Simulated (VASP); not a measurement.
# In (Im-3m) in VASP: notebook

Aim: see how the results for In move with the level of theory and the settings. Levels: revPBE+D4, BLYP+D3(BJ), PBE. Tasks: single point.

Program: VASP 6.6.1. These are calculated values, not measurements. Logs are shortened: lines on timing, memory, paths and dates and some standing lists are left out, and cuts for length are marked.

### Step 1. The cell of the first run

Symmetry: Im-3m, No. 229, cubic system. The conventional cell has a = 3.757 Å, b = 3.757 Å, c = 3.757 Å, α = 90.00°, β = 90.00°, γ = 90.00°. In (site symmetry m-3m) has 14 In at 3.25 to 3.76 Å within 4.3 Å.

### Step 2. Single point, revPBE+D4

INCAR

```
SYSTEM = In
PREC = Accurate
ENCUT = 520
EDIFF = 1E-6
ISMEAR = -1
SIGMA = 0.05
LREAL = .FALSE.
LASPH = .TRUE.
NELM = 60
ALGO = Fast
ISIF = 2
LWAVE = .FALSE.
LCHARG = .FALSE.
GGA = RE
IVDW = 13
NBANDS = 12
```

KPOINTS

```
regular mesh
0
G
  10 10 10
  0 0 0
```

POSCAR

```
In
1.0
   -1.8783911888      1.8783911888      1.8783911888
    1.8783911888     -1.8783911888      1.8783911888
    1.8783911888      1.8783911888     -1.8783911888
In
1
Direct
    0.0000000000      0.0000000000      0.0000000000
```

Potentials or basis: VASP PAW PBE potentials, release 64 (In_d).

Run with:

```
$ cat potpaw_PBE.64/In_d/POTCAR > POTCAR
$ mpirun -np 1 vasp_std > vasp.out
```

OUTCAR:

```text
SYSTEM = In
   PREC = Accurate
   ENCUT = 520
   EDIFF = 1E-6
   ISMEAR = -1
   LREAL = .FALSE.
   LASPH = .TRUE.
   NELM = 60
   ISIF = 2
   GGA = RE
   IVDW = 13

 ion  position               nearest neighbor table
   1  0.000  0.000  0.000-

  LATTYP: Found a body centered cubic cell.
 ALAT       =     3.7567823776

  Lattice vectors:

 A1 = (  -1.8783911888,   1.8783911888,   1.8783911888)
 A2 = (   1.8783911888,  -1.8783911888,   1.8783911888)
 A3 = (   1.8783911888,   1.8783911888,  -1.8783911888)

Analysis of symmetry for initial positions (statically):
=====================================================================
 Subroutine PRICEL returns:
 Original cell was already a primitive cell.

 Routine SETGRP: Setting up the symmetry group for a
 body centered cubic supercell.

 Subroutine GETGRP returns: Found 48 space group operations
 (whereof 48 operations were pure point group operations)
 out of a pool of 48 trial point group operations.

The static configuration has the point symmetry O_h .

Analysis of symmetry for dynamics (positions and initial velocities):
=====================================================================
 Subroutine PRICEL returns:
 Original cell was already a primitive cell.

 Routine SETGRP: Setting up the symmetry group for a
 body centered cubic supercell.

 Subroutine GETGRP returns: Found 48 space group operations
 (whereof 48 operations were pure point group operations)
 out of a pool of 48 trial point group operations.

The dynamic configuration has the point symmetry O_h .

 Subroutine INISYM returns: Found 48 space group operations
 (whereof 48 operations are pure point group operations),
 and found     1 'primitive' translations

----------------------------------------------------------------------------------------

                                     Primitive cell

  volume of cell :      26.5105

  direct lattice vectors                    reciprocal lattice vectors
    -1.878391189  1.878391189  1.878391189     0.000000000  0.266185235  0.266185235
     1.878391189 -1.878391189  1.878391189     0.266185235  0.000000000  0.266185235
     1.878391189  1.878391189 -1.878391189     0.266185235  0.266185235  0.000000000

  length of vectors
     3.253468975  3.253468975  3.253468975     0.376442769  0.376442769  0.376442769

  position of ions in fractional coordinates (direct lattice)
     0.000000000  0.000000000  0.000000000

  ion indices of the primitive-cell ions
   primitive index   ion index
                 1           1

----------------------------------------------------------------------------------------

 KPOINTS: regular mesh

Automatic generation of k-mesh.
 Grid dimensions read from file:
 generate k-points for:   10   10   10

 Generating k-lattice:

  Cartesian coordinates                     Fractional coordinates (reciprocal lattice)
     0.000000000  0.026618523  0.026618523     0.100000000  0.000000000  0.000000000
     0.026618523  0.000000000  0.026618523     0.000000000  0.100000000  0.000000000
     0.026618523  0.026618523  0.000000000     0.000000000  0.000000000  0.100000000

  Length of vectors
     0.037644277  0.037644277  0.037644277

  Shift w.r.t. Gamma in fractional coordinates (k-lattice)
     0.000000000  0.000000000  0.000000000

 Subroutine IBZKPT returns following result:
 ===========================================

 Found     47 irreducible k-points:

 Following reciprocal coordinates:
            Coordinates               Weight
  0.000000  0.000000  0.000000      1.000000
  0.100000  0.000000  0.000000     12.000000
  0.200000  0.000000  0.000000     12.000000
  0.300000  0.000000  0.000000     12.000000
  0.400000  0.000000  0.000000     12.000000
  0.500000  0.000000  0.000000      6.000000
[... 16 lines left out ...]
  0.300000  0.300000  0.100000      8.000000
 -0.300000  0.300000  0.100000     24.000000
 [... further k-points ...]
   k-points           NKPTS =     47   k-points in BZ     NKDIM =     47   number of bands    NBANDS=     12
   number of dos      NEDOS =    301   number of ions     NIONS =      1
   total plane-waves  NPLWV =  13824
   dimension x,y,z NGX =    24 NGY =   24 NGZ =   24
   dimension x,y,z NGXF=    48 NGYF=   48 NGZF=   48
   ions per type =               1
   NGX,Y,Z   is equivalent  to a cutoff of  12.26, 12.26, 12.26 a.u.
   NGXF,Y,Z  is equivalent  to a cutoff of  24.53, 24.53, 24.53 a.u.
 SYSTEM =  In
   PREC   = accura    normal or accurate (medium, high low for compatibility)
   ISTART =      0    job   : 0-new  1-cont  2-samecut
   ICHARG =      2    charge: 1-file 2-atom 10-const
   ISPIN  =      1    spin polarized calculation?
   LNONCOLLINEAR =      F non collinear calculations
   LSORBIT =      F    spin-orbit coupling
   LASPH  =      T    aspherical Exc in radial PAW
   ENCUT  =  520.0 eV  38.22 Ry    6.18 a.u.   6.05  6.05  6.05*2*pi/ulx,y,z
   NELM   =     60;   NELMIN=  2; NELMDL= -5     # of ELM steps
   EDIFF  = 0.1E-05   stopping-criterion for ELM
   LREAL  =      F    real-space projection
   EDIFFG = 0.1E-04   stopping-criterion for IOM
   NSW    =      0    number of steps for IOM
   IBRION =     -1    ionic relax: 0-MD 1-quasi-New 2-CG
   NFREE  =      0    steps in history (QN), initial steepest desc. (CG)
   ISIF   =      2    stress and relaxation
   ISYM   =      2    0-nonsym 1-usesym 2-fastsym
   POTIM  = 0.5000    time-step for ionic-motion
   TEBEG  =    0.0;   TEEND  =   0.0 temperature during run
   PSTRESS=    0.0 pullay stress
   NELECT =      13.0000    total number of electrons
   NUPDOWN=      -1.0000    fix difference up-down
   EMIN   =  10.00;   EMAX   =-10.00  energy-range for DOS
   EFERMI =   0.00;   METHOD = LEGACY
   ISMEAR =    -1;   SIGMA  =   0.05  broadening in eV -4-tet -1-fermi 0-gaus
   EFERMI_NEDOS =   21; number of points for ismear=-14 and -15
   IALGO  =     68    algorithm
   IMIX   =      4    mixing-type and parameters
     AMIX     =   0.40;   BMIX     =  1.00
     AMIX_MAG =   1.60;   BMIX_MAG =  1.00
  volume/ion in A,a.u.               =      26.51       178.90
  Fermi-wavevector in a.u.,A,eV,Ry     =   1.290971  2.439582 22.675562  1.666607
  Thomas-Fermi vector in A             =   2.422770
   LORBIT       =      0    0 simple, 1 ext, 2 COOP (PROOUT), +10 PAW based schemes
   GGA     = RE    functional components
   LHFCALC =     F    Hartree Fock is set to
   AEXX    =    0.0000 exact exchange contribution
   IVDW    =    13    specifies the selected vdW correction
   LEPSILON=     F    determine dielectric tensor
   LRPA    =     F    only Hartree local field effects (RPA)
 non-spin polarized calculation
 RMM-DIIS sequential band-by-band and
  energy-cutoff  :      520.00
  volume of cell :       26.51
 maximum number of plane-waves:       727
   NGX = 13   NGY = 13   NGZ = 13

 number of electron      13.0000001 magnetization

 Free energy of the ion-electron system (eV)
  ---------------------------------------------------
  ext. energy  EPLUGINS =         0.00000000
  ---------------------------------------------------
  free energy    TOTEN  =        -2.23949669 eV

  energy without entropy =       -2.23401517  energy(sigma->0) =       -2.23675593

 E-fermi :   7.4170     XC(G=0): -10.1234

 val. band max:        7.1662759222   @ k =   0.3000   0.2000   0.0000
 cond. band min:       7.4196682515   @ k =   0.3000   0.3000   0.0000
 fundamental gap:      0.2533923293
 Fermi energy:         7.4169921642

 k-point     1 :       0.0000    0.0000    0.0000
  band No.  band energies     occupation
      1      -7.2385      2.00000
      2      -7.2385      2.00000
      3      -7.2385      2.00000
      4      -6.9717      2.00000
      5      -6.9717      2.00000
      6      -1.9682      2.00000
      7      18.4978      0.00000
      8      18.4978      0.00000
      9      18.4978      0.00000
     10      20.4014      0.00000
     11      20.4014      0.00000
     12      20.4014      0.00000

 k-point     2 :       0.1000    0.0000    0.0000
  band No.  band energies     occupation
      1      -7.2488      2.00000
      2      -7.2293      2.00000
      3      -7.1990      2.00000
      4      -6.9825      2.00000
      5      -6.9721      2.00000
      6      -1.7385      2.00000
      7      16.3763      0.00000
      8      17.5009      0.00000
      9      17.9443      0.00000
     10      19.3823      0.00000
     11      19.6827      0.00000
     12      20.2808      0.00000

 k-point     3 :       0.2000    0.0000    0.0000
  band No.  band energies     occupation
      1      -7.2758      2.00000
      2      -7.2161      2.00000
      3      -7.0938      2.00000
      4      -7.0035      2.00000
      5      -6.9730      2.00000
      6      -1.0411      2.00000
      7      12.8811      0.00000
      8      15.8996      0.00000
      9      16.7499      0.00000
     10      18.5595      0.00000
     11      18.7361      0.00000
     12      20.8516      0.00000
[... 286 lines left out ...]
 k-point    23 :       0.3000    0.3000    0.1000
  band No.  band energies     occupation
      1      -7.2771      2.00000
      2      -7.0815      2.00000
      3      -7.0815      2.00000
      4      -6.9678      2.00000
      5      -6.9678      2.00000
      6       4.8756      2.00000
      7       6.7122      2.00000
      8       6.7122      2.00000
      9      10.9413      0.00000
     10      23.7994      0.00000
     11      23.7994      0.00000
     12      24.4496      0.00000

 k-point    24 :      -0.3000    0.3000    0.1000
  band No.  band energies     occupation
      1      -7.2664      2.00000
      2      -7.2038      2.00000
      3      -7.0410      2.00000
      4      -6.9860      2.00000
      5      -6.9657      2.00000
      6       0.3672      2.00000
      7       9.7476      0.00000
      8      13.6023      0.00000
      9      14.7293      0.00000
     10      18.3694      0.00000
     11      19.2845      0.00000
     12      20.1273      0.00000

 [... further k-points ...]

------------------------ aborting loop because EDIFF is reached ----------------------------------------

  DFT-D4 for vdW energy calculation

  Edisp (eV):   -0.49984

  FORCE on cell =-STRESS in cart. coord.  units (eV):
  Direction    XX          YY          ZZ          XY          YZ          ZX
  --------------------------------------------------------------------------------------
  -------------------------------------------------------------------------------------
  Total       0.02154     0.02154     0.02154     0.00000    -0.00000     0.00000
  in kB       1.30207     1.30207     1.30207     0.00000    -0.00000     0.00000
  external pressure =        1.30 kB  Pullay stress =        0.00 kB

 VOLUME and BASIS-vectors are now :
 -----------------------------------------------------------------------------
  energy-cutoff  :      520.00
  volume of cell :       26.51
      direct lattice vectors                 reciprocal lattice vectors
    -1.878391189  1.878391189  1.878391189     0.000000000  0.266185235  0.266185235
     1.878391189 -1.878391189  1.878391189     0.266185235  0.000000000  0.266185235
     1.878391189  1.878391189 -1.878391189     0.266185235  0.266185235  0.000000000

 POSITION                                       TOTAL-FORCE (eV/Angst)
 -----------------------------------------------------------------------------------
      0.00000      0.00000      0.00000        -0.000000      0.000000     -0.000000
 -----------------------------------------------------------------------------------
    total drift:                               -0.000000      0.000000      0.000000

  FREE ENERGIE OF THE ION-ELECTRON SYSTEM (eV)
  ---------------------------------------------------
  free  energy   TOTEN  =        -2.7393370053 eV

  energy  without entropy=       -2.7338554778  energy(sigma->0) =       -2.73659624
```

It took 5.7 s on 1 thread of Intel Xeon 6975P-C (Granite Rapids), shared host; peak memory 0.14 GiB.

Results:

* Free energy: -2.7393 eV
* Pressure: 0.1 GPa
* Dispersion energy per atom: -0.500 eV

Levels at points of the mesh, in eV from the Fermi level:
```tsv
k point	band 3	band 4	band 5	band 6	band 7	band 8	band 9	band 10
(0.00, 0.00, 0.00)	-14.66	-14.39	-14.39	-9.39	11.08	11.08	11.08	12.98
(0.50, 0.00, 0.00)	-14.40	-14.39	-14.22	-3.84	-3.08	5.95	7.35	10.06
(0.50, 0.50, 0.50)	-14.26	-14.26	-14.26	1.05	1.33	1.33	1.33	5.27
```

Caveat: the PAW data sets were made with another functional, which shifts forces and pressure a little; spin-orbit coupling is left out, which moves the levels of the heavy elements; pairwise dispersion overbinds metals, which lowers pressure and volume.

### Step 3. Single point, BLYP+D3(BJ)

This run uses another cell than the first one, of 27.20 Å³/atom, 1.026 times its volume.

INCAR

```
PREC = Accurate
ENCUT = 520
EDIFF = 1E-6
ISMEAR = -1
SIGMA = 0.05
LREAL = F
LASPH = T
NELM = 100
ALGO = Normal
ISIF = 2
LWAVE = F
LCHARG = F
GGA = B5
ALDAX = 1.0
AGGAX = 1.0
AGGAC = 1.0
ALDAC = 0.0
IVDW = 12
VDW_S6 = 1.0
VDW_S8 = 2.6996
VDW_A1 = 0.4298
VDW_A2 = 4.2359
NBANDS = 12
```

KPOINTS

```
Automatic mesh
0
Gamma
  10 10 10
```

POSCAR

```
In
1.0
   -1.8945104585      1.8945104585      1.8945104585
    1.8945104585     -1.8945104585      1.8945104585
    1.8945104585      1.8945104585     -1.8945104585
In
1
Direct
    0.0000000000      0.0000000000      0.0000000000
```

Potentials or basis: VASP PAW PBE potentials, release 64 (In_d).

Run with:

```
$ cat potpaw_PBE.64/In_d/POTCAR > POTCAR
$ mpirun -np 1 vasp_std > vasp.out
```

Wall time 7.7 s (1 thread of Intel Xeon 6975P-C (Granite Rapids), shared host); peak memory 0.15 GiB.

Results (log left out):

```yaml
Free_energy: -2.6016 eV
Pressure: 0.0 GPa
Dispersion_energy_per_atom: -0.786 eV
```

Levels at points of the mesh, in eV from the Fermi level:
| k point | band 3 | band 4 | band 5 | band 6 | band 7 | band 8 | band 9 | band 10 |
| --- | --- | --- | --- | --- | --- | --- | --- | --- |
| (0.00, 0.00, 0.00) | -14.64 | -14.38 | -14.38 | -9.21 | 10.45 | 10.45 | 10.45 | 13.27 |
| (0.50, 0.00, 0.00) | -14.40 | -14.39 | -14.23 | -3.97 | -2.85 | 5.64 | 7.28 | 10.17 |
| (0.50, 0.50, 0.50) | -14.27 | -14.27 | -14.27 | 0.53 | 1.29 | 1.29 | 1.29 | 5.65 |

Caveat: the PAW data sets were made with another functional, which shifts forces and pressure a little; spin-orbit coupling is left out, which moves the levels of the heavy elements; pairwise dispersion overbinds metals, which lowers pressure and volume.

(Part 1 of 2 ends here.)
